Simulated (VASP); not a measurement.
# LiCl: single point with PBE

LiCl:

```
Li Cl
1.0
     3.92064    0.00000    0.00000
    -1.96032    3.39538    0.00000
     0.00000    0.00000    6.15958
Li Cl
2 2
Direct
  0.66667 0.33333 0.85242
  0.33333 0.66667 0.35242
  0.66667 0.33333 0.52258
  0.33333 0.66667 0.02258
```

This cell differs from its parent crystal: strained and its atoms moved.

```json
{
 "Program": "VASP 6.6.1",
 "Task": "single point",
 "Functional": "PBE",
 "Potentials or basis": "VASP PAW PBE potentials, release 64 (Li_sv, Cl)",
 "Cutoff": "520 eV",
 "k mesh": "9 × 9 × 4",
 "Occupations": "gaussian, width 0.02 eV",
 "Spin": "no spin polarisation"
}
```

```yaml
Largest_force: 1.578 eV/Å
Band_gap_on_the_k_mesh: 5.92 eV
```

Forces in eV/Å, atoms in the order of the input:
```
Li   0.000  0.000  1.578
Li   0.000  0.000  1.578
Cl   0.000  0.000 -1.578
Cl   0.000  0.000 -1.578
```

Levels at points of the mesh, in eV from the valence-band top:
```tsv
k point	band 6	band 7	band 8	band 9	band 10	band 11	band 12	band 13	band 14	band 15
(0.00, 0.00, 0.00)	-0.39	-0.39	-0.37	0.00	0.00	5.92	8.10	10.03	10.03	11.01
(0.00, 0.00, 0.50)	-1.33	-0.20	-0.20	-0.20	-0.20	7.01	7.01	10.27	10.27	10.27
```

Run time: 24 s on 1 thread of Intel(R) Xeon(R) 6975P-C (Granite Rapids), with other jobs on the host, peak memory 0.2 GiB.

Caveat: the cell differs from its parent crystal (strained and its atoms moved); forces of over 1 eV/Å act on the atoms, so gaps and moduli don't describe the material at rest. A k mesh can miss the band edges.
